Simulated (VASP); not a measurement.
Here is a VASP 6.6.1 calculation.

Contents of INCAR:

```
PREC = Accurate
ENCUT = 520
EDIFF = 1E-6
ISMEAR = 0
SIGMA = 0.05
LREAL = False
LASPH = True
NELM = 80
ALGO = Normal
ISIF = 2
LWAVE = False
LCHARG = True
GGA = PE
LELF = True
LVHAR = True
NBANDS = 11
```

File KPOINTS:

```
regular mesh
0
Gamma
  12 12 12
```

File POSCAR:

```
SiC
1.0
    0.0000000000      2.1740000000      2.1740000000
    2.1740000000      0.0000000000      2.1740000000
    2.1740000000      2.1740000000      0.0000000000
Si C
1 1
Direct
   -0.0203285068      0.0000000000      0.0000000000
    0.7500000000      0.7500000000      0.7500000000
```

Potentials or basis: VASP PAW PBE potentials, release 64 (Si, C).

Run with:

```sh
$ cat potpaw_PBE.64/Si/POTCAR potpaw_PBE.64/C/POTCAR > POTCAR
$ mpirun -np 1 vasp_std > vasp.out
```

Task: What does it give for the band gap on the k mesh?

Result: 1.05 eV, indirect (least direct gap 4.43 eV).

Task: Estimate the largest force.

Result: 1.230 eV/Å.

Stress tensor (GPa, compression positive):
```
5.51 3.03 3.03
3.03 5.13 0.60
3.03 0.60 5.13
```

Caveat: the cell differs from its parent crystal (all Si atoms moved +0.062 Å, as atom 1 towards its neighbour atom 1 (Si) at 3.075 Å); forces of over 1 eV/Å act on the atoms, so gaps and moduli don't describe the material at rest. A k mesh can miss the band edges.
